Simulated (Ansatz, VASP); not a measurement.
Mg7Te: VASP beside Ansatz

The input INCAR:

```
SYSTEM = Mg7Te
PREC = Accurate
ENCUT = 600
EDIFF = 1E-7
ISMEAR = 0
SIGMA = 0.1
LREAL = .False.
LASPH = .True.
NELM = 80
ALGO = Normal
ISIF = 3
LWAVE = .False.
LCHARG = .False.
GGA = PE
IBRION = 2
NSW = 100
EDIFFG = -0.01
```

File KPOINTS:

```
Automatic mesh
0
Gamma
  6 6 6
  0 0 0
```

File POSCAR:

```
Mg7Te
1.0
    0.0000000000      4.5447394739      4.5447394739
    4.5447394739      0.0000000000      4.5447394739
    4.5447394739      4.5447394739      0.0000000000
Mg Te
7 1
Direct
    0.5000000000      0.0000000000      0.5000000000
    0.5000000000      0.0000000000      0.0000000000
    0.5000000000      0.5000000000      0.0000000000
    0.0000000000      0.5000000000      0.0000000000
    0.0000000000      0.5000000000      0.5000000000
    0.0000000000      0.0000000000      0.5000000000
    0.0000000000      0.0000000000      0.0000000000
    0.5000000000      0.5000000000      0.5000000000
```

Input for Ansatz:

```yaml
crystal:
  lattice:
    - [0.0, 4.5447394739, 4.5447394739]
    - [4.5447394739, 0.0, 4.5447394739]
    - [4.5447394739, 4.5447394739, 0.0]
  atoms:
    - { symbol: Mg, position: [0.5, 0.0, 0.5] }
    - { symbol: Mg, position: [0.5, 0.0, 0.0] }
    - { symbol: Mg, position: [0.5, 0.5, 0.0] }
    - { symbol: Mg, position: [0.0, 0.5, 0.0] }
    - { symbol: Mg, position: [0.0, 0.5, 0.5] }
    - { symbol: Mg, position: [0.0, 0.0, 0.5] }
    - { symbol: Mg, position: [0.0, 0.0, 0.0] }
    - { symbol: Te, position: [0.5, 0.5, 0.5] }
basis:
  ecutwfc: 420
kpoints:
  mp_grid: { grid: [6, 6, 6] }
hamiltonian:
  xc: pbe
scf:
  occupations: { method: gaussian, width: 0.1 }
output:
  forces: true
  stress: true
  eigenvalues: true
relax:
  adjacent_minimum: "off"
  f_tol: 0.01
  max_steps: 80
  cell: { stress_tol: 0.05 }
```

Alike in both runs: task relaxation of cell and atoms; functional PBE; k mesh 6 × 6 × 6; occupations gaussian, width 0.1 eV; no spin polarisation.

|  | VASP | Ansatz |
| --- | --- | --- |
| version | VASP 6.6.1 | Ansatz 0.2.0 |
| potentials or method | VASP PAW PBE potentials, release 64 (Mg, Te), cutoff 600 eV | scalar-relativistic, plane waves, PAW |
| valence electrons in the cell | 20 | 86 |

```tsv
	VASP	Ansatz	Ansatz less VASP
gap on the k mesh at the Fermi level, each at its own relaxed structure (eV)	none	none	-
relaxed volume (Å³/atom)	23.50	23.58	+0.076
relaxed length of the cell vector where the two differ most in proportion (Å)	6.430	6.437	+0.0069
```

A gap of «none» marks a metal or a gap that the smearing closes. VASP's potentials hold 20 valence electrons a cell and Ansatz's 86, so a difference there can come from the potentials and not from the codes.

Neither program's run includes spin-orbit coupling.
